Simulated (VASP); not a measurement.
# Sb (Im-3m) in VASP: notebook

The runs below take Sb through single point, with LDA, r2SCAN.

Everything below comes from runs of VASP 6.6.1. Logs are shortened: lines on timing, memory, paths and dates and some standing lists are left out, and cuts for length are marked.

## Step 1: The cell of the first run

It takes space group Im-3m (No. 229, cubic). The conventional cell has a = 3.792 Å, b = 3.792 Å, c = 3.792 Å, α = 90.00°, β = 90.00°, γ = 90.00°. Sb (site symmetry m-3m) has 14 Sb at 3.28 to 3.79 Å within 4.3 Å.

## Step 2: Single point, LDA (volume scaled by 1.04)

Input file INCAR:

```
SYSTEM = Sb
PREC = Accurate ; ENCUT = 520
EDIFF = 1E-6 ; ISMEAR = -1
SIGMA = 0.05 ; LREAL = .FALSE.
LASPH = .TRUE. ; NELM = 60
ALGO = Normal ; ISIF = 2
LWAVE = .FALSE. ; LCHARG = .FALSE.
GGA = CA ; NBANDS = 8
```

Input file KPOINTS:

```
regular mesh
0
G
  10 10 10
  0 0 0
```

Input file POSCAR:

```
Sb
1.0
   -1.8959666167      1.8959666167      1.8959666167
    1.8959666167     -1.8959666167      1.8959666167
    1.8959666167      1.8959666167     -1.8959666167
Sb
1
Direct
    0.0000000000      0.0000000000      0.0000000000
```

Potentials or basis: VASP PAW LDA potentials, release 64 (Sb).

On the command line:

```sh
cat potpaw_LDA.64/Sb/POTCAR > POTCAR
mpirun -np 1 vasp_std > vasp.out
```

OUTCAR:

```text
SYSTEM = Sb
   PREC = Accurate
   ENCUT = 520
   EDIFF = 1E-6
   ISMEAR = -1
   LREAL = .FALSE.
   LASPH = .TRUE.
   NELM = 60
   ISIF = 2
   GGA = CA

 ion  position               nearest neighbor table
   1  0.000  0.000  0.000-

  LATTYP: Found a body centered cubic cell.
 ALAT       =     3.7919332334

  Lattice vectors:

 A1 = (  -1.8959666167,   1.8959666167,   1.8959666167)
 A2 = (   1.8959666167,  -1.8959666167,   1.8959666167)
 A3 = (   1.8959666167,   1.8959666167,  -1.8959666167)

Analysis of symmetry for initial positions (statically):
=====================================================================
 Subroutine PRICEL returns:
 Original cell was already a primitive cell.

 Routine SETGRP: Setting up the symmetry group for a
 body centered cubic supercell.

 Subroutine GETGRP returns: Found 48 space group operations
 (whereof 48 operations were pure point group operations)
 out of a pool of 48 trial point group operations.

The static configuration has the point symmetry O_h .

Analysis of symmetry for dynamics (positions and initial velocities):
=====================================================================
 Subroutine PRICEL returns:
 Original cell was already a primitive cell.

 Routine SETGRP: Setting up the symmetry group for a
 body centered cubic supercell.

 Subroutine GETGRP returns: Found 48 space group operations
 (whereof 48 operations were pure point group operations)
 out of a pool of 48 trial point group operations.

The dynamic configuration has the point symmetry O_h .

 Subroutine INISYM returns: Found 48 space group operations
 (whereof 48 operations are pure point group operations),
 and found     1 'primitive' translations

----------------------------------------------------------------------------------------

                                     Primitive cell

  volume of cell :      27.2616

  direct lattice vectors                    reciprocal lattice vectors
    -1.895966617  1.895966617  1.895966617     0.000000000  0.263717724  0.263717724
     1.895966617 -1.895966617  1.895966617     0.263717724  0.000000000  0.263717724
     1.895966617  1.895966617 -1.895966617     0.263717724  0.263717724  0.000000000

  length of vectors
     3.283910510  3.283910510  3.283910510     0.372953181  0.372953181  0.372953181

  position of ions in fractional coordinates (direct lattice)
     0.000000000  0.000000000  0.000000000

  ion indices of the primitive-cell ions
   primitive index   ion index
                 1           1

----------------------------------------------------------------------------------------

 KPOINTS: regular mesh

Automatic generation of k-mesh.
 Grid dimensions read from file:
 generate k-points for:   10   10   10

 Generating k-lattice:

  Cartesian coordinates                     Fractional coordinates (reciprocal lattice)
     0.000000000  0.026371772  0.026371772     0.100000000  0.000000000  0.000000000
     0.026371772  0.000000000  0.026371772     0.000000000  0.100000000  0.000000000
     0.026371772  0.026371772  0.000000000     0.000000000  0.000000000  0.100000000

  Length of vectors
     0.037295318  0.037295318  0.037295318

  Shift w.r.t. Gamma in fractional coordinates (k-lattice)
     0.000000000  0.000000000  0.000000000

 Subroutine IBZKPT returns following result:
 ===========================================

 Found     47 irreducible k-points:

 Following reciprocal coordinates:
            Coordinates               Weight
  0.000000  0.000000  0.000000      1.000000
  0.100000  0.000000  0.000000     12.000000
  0.200000  0.000000  0.000000     12.000000
  0.300000  0.000000  0.000000     12.000000
  0.400000  0.000000  0.000000     12.000000
  0.500000  0.000000  0.000000      6.000000
[... 16 lines left out ...]
  0.300000  0.300000  0.100000      8.000000
 -0.300000  0.300000  0.100000     24.000000
 [... further k-points ...]
   k-points           NKPTS =     47   k-points in BZ     NKDIM =     47   number of bands    NBANDS=      8
   number of dos      NEDOS =    301   number of ions     NIONS =      1
   total plane-waves  NPLWV =  13824
   dimension x,y,z NGX =    24 NGY =   24 NGZ =   24
   dimension x,y,z NGXF=    48 NGYF=   48 NGZF=   48
   ions per type =               1
   NGX,Y,Z   is equivalent  to a cutoff of  12.15, 12.15, 12.15 a.u.
   NGXF,Y,Z  is equivalent  to a cutoff of  24.30, 24.30, 24.30 a.u.
 SYSTEM =  Sb
   PREC   = accura    normal or accurate (medium, high low for compatibility)
   ISTART =      0    job   : 0-new  1-cont  2-samecut
   ICHARG =      2    charge: 1-file 2-atom 10-const
   ISPIN  =      1    spin polarized calculation?
   LNONCOLLINEAR =      F non collinear calculations
   LSORBIT =      F    spin-orbit coupling
   LASPH  =      T    aspherical Exc in radial PAW
   ENCUT  =  520.0 eV  38.22 Ry    6.18 a.u.   6.11  6.11  6.11*2*pi/ulx,y,z
   NELM   =     60;   NELMIN=  2; NELMDL= -5     # of ELM steps
   EDIFF  = 0.1E-05   stopping-criterion for ELM
   LREAL  =      F    real-space projection
   EDIFFG = 0.1E-04   stopping-criterion for IOM
   NSW    =      0    number of steps for IOM
   IBRION =     -1    ionic relax: 0-MD 1-quasi-New 2-CG
   NFREE  =      0    steps in history (QN), initial steepest desc. (CG)
   ISIF   =      2    stress and relaxation
   ISYM   =      2    0-nonsym 1-usesym 2-fastsym
   POTIM  = 0.5000    time-step for ionic-motion
   TEBEG  =    0.0;   TEEND  =   0.0 temperature during run
   PSTRESS=    0.0 pullay stress
   NELECT =       5.0000    total number of electrons
   NUPDOWN=      -1.0000    fix difference up-down
   EMIN   =  10.00;   EMAX   =-10.00  energy-range for DOS
   EFERMI =   0.00;   METHOD = LEGACY
   ISMEAR =    -1;   SIGMA  =   0.05  broadening in eV -4-tet -1-fermi 0-gaus
   EFERMI_NEDOS =   21; number of points for ismear=-14 and -15
   IALGO  =     38    algorithm
   IMIX   =      4    mixing-type and parameters
     AMIX     =   0.40;   BMIX     =  1.00
     AMIX_MAG =   1.60;   BMIX_MAG =  1.00
  volume/ion in A,a.u.               =      27.26       183.97
  Fermi-wavevector in a.u.,A,eV,Ry     =   0.930138  1.757706 11.771177  0.865157
  Thomas-Fermi vector in A             =   2.056495
   LORBIT       =      0    0 simple, 1 ext, 2 COOP (PROOUT), +10 PAW based schemes
   GGA     = CA    functional components
   LHFCALC =     F    Hartree Fock is set to
   AEXX    =    0.0000 exact exchange contribution
   IVDW    =     0    specifies the selected vdW correction
   LEPSILON=     F    determine dielectric tensor
   LRPA    =     F    only Hartree local field effects (RPA)
 non-spin polarized calculation
  energy-cutoff  :      520.00
  volume of cell :       27.26
 maximum number of plane-waves:       751
   NGX = 13   NGY = 13   NGZ = 13

 number of electron       5.0000000 magnetization

 Free energy of the ion-electron system (eV)
  ---------------------------------------------------
  ext. energy  EPLUGINS =         0.00000000
  ---------------------------------------------------
  free energy    TOTEN  =        -4.59718562 eV

  energy without entropy =       -4.58844213  energy(sigma->0) =       -4.59281388

 E-fermi :   8.1499     XC(G=0): -10.3162

 val. band max:        8.1226043757   @ k =   0.5000   0.5000   0.3000
 cond. band min:       8.1514748209   @ k =  -0.3000   0.4000   0.1000
 fundamental gap:      0.0288704452
 Fermi energy:         8.1499024966

 k-point     1 :       0.0000    0.0000    0.0000
  band No.  band energies     occupation
      1      -4.5907      2.00000
      2      13.4666      0.00000
      3      13.4666      0.00000
      4      13.4666      0.00000
      5      18.4359      0.00000
      6      18.4359      0.00000
      7      18.4359      0.00000
      8      20.0225      0.00000

 k-point     2 :       0.1000    0.0000    0.0000
  band No.  band energies     occupation
      1      -4.3847      2.00000
      2      12.0051      0.00000
      3      12.8569      0.00000
      4      13.3027      0.00000
      5      17.5231      0.00000
      6      17.5537      0.00000
      7      19.2448      0.00000
      8      19.2535      0.00000

 k-point     3 :       0.2000    0.0000    0.0000
  band No.  band energies     occupation
      1      -3.7719      2.00000
      2       9.2173      0.00000
      3      11.7145      0.00000
      4      12.8682      0.00000
      5      16.1902      0.00000
      6      16.4830      0.00000
      7      19.1442      0.00000
      8      19.8567      0.00000

 k-point     4 :       0.3000    0.0000    0.0000
  band No.  band energies     occupation
      1      -2.7776      2.00000
      2       6.3753      2.00000
      3      10.6917      0.00000
      4      12.3512      0.00000
      5      15.2556      0.00000
      6      15.6913      0.00000
      7      19.7277      0.00000
      8      20.5884      0.00000

 k-point     5 :       0.4000    0.0000    0.0000
  band No.  band energies     occupation
      1      -1.5140      2.00000
      2       3.9330      2.00000
      3      10.0204      0.00000
      4      11.9604      0.00000
      5      14.7115      0.00000
      6      15.2134      0.00000
      7      20.7942      0.00000
      8      21.5924      0.00000
[... 177 lines left out ...]
 k-point    22 :      -0.2000    0.2000    0.1000
  band No.  band energies     occupation
      1      -3.5679      2.00000
      2       9.2856      0.00000
      3      11.0849      0.00000
      4      11.8015      0.00000
      5      15.9741      0.00000
      6      17.3783      0.00000
      7      17.9877      0.00000
      8      20.3290      0.00000

 k-point    23 :       0.3000    0.3000    0.1000
  band No.  band energies     occupation
      1       0.1256      2.00000
      2       4.6905      2.00000
      3       4.6905      2.00000
      4       8.3317      0.05139
      5      19.2113      0.00000
      6      21.1075      0.00000
      7      21.1075      0.00000
      8      23.2118      0.00000

 k-point    24 :      -0.3000    0.3000    0.1000
  band No.  band energies     occupation
      1      -2.5773      2.00000
      2       6.5282      2.00000
      3      10.0729      0.00000
      4      11.3898      0.00000
      5      15.7008      0.00000
      6      16.5940      0.00000
      7      17.7938      0.00000
      8      22.4458      0.00000

 [... further k-points ...]
[... 5 lines left out ...]
  --------------------------------------------------------------------------------------
  -------------------------------------------------------------------------------------
  Total       -0.5977944     -0.5977944     -0.5977944      0.0000000     -0.0000000      0.0000000
  in kB      -35.1326056    -35.1326056    -35.1326056      0.0000000     -0.0000000      0.0000000
  external PRESSURE =     -35.1326056 kB  Pullay stress =       0.0000000 kB

 VOLUME and BASIS-vectors are now :
 -----------------------------------------------------------------------------
  energy-cutoff  :      520.00
  volume of cell :       27.26
      direct lattice vectors                 reciprocal lattice vectors
    -1.895966617  1.895966617  1.895966617     0.000000000  0.263717724  0.263717724
     1.895966617 -1.895966617  1.895966617     0.263717724  0.000000000  0.263717724
     1.895966617  1.895966617 -1.895966617     0.263717724  0.263717724  0.000000000

 POSITION                                       TOTAL-FORCE (eV/Angst)
 -----------------------------------------------------------------------------------
      0.00000      0.00000      0.00000         0.000000     -0.000000      0.000000
 -----------------------------------------------------------------------------------
    total drift:                                0.000000      0.000000      0.000000

  FREE ENERGIE OF THE ION-ELECTRON SYSTEM (eV)
  ---------------------------------------------------
  free  energy   TOTEN  =        -4.5971856248 eV

  energy  without entropy=       -4.5884421260  energy(sigma->0) =       -4.59281388
```

Run time: 2.8 s. Hardware: 1 thread of Intel Xeon 6975P-C (Granite Rapids), shared host; peak memory 0.12 GiB.

What came out:

- Free energy: -4.5972 eV
- Pressure: -3.5 GPa

Levels at points of the mesh, in eV from the Fermi level:
```csv
k point,band 1,band 2,band 3,band 4,band 5,band 6
"(0.00, 0.00, 0.00)",-12.74,5.32,5.32,5.32,10.29,10.29
"(0.50, 0.00, 0.00)",-8.82,-5.46,1.64,3.67,6.38,6.90
"(0.50, 0.50, 0.50)",-5.73,-1.95,-1.95,-1.95,3.08,3.08
```

Caveat: spin-orbit coupling is left out, which moves the levels of the heavy elements.

[end of part 1 of 2]
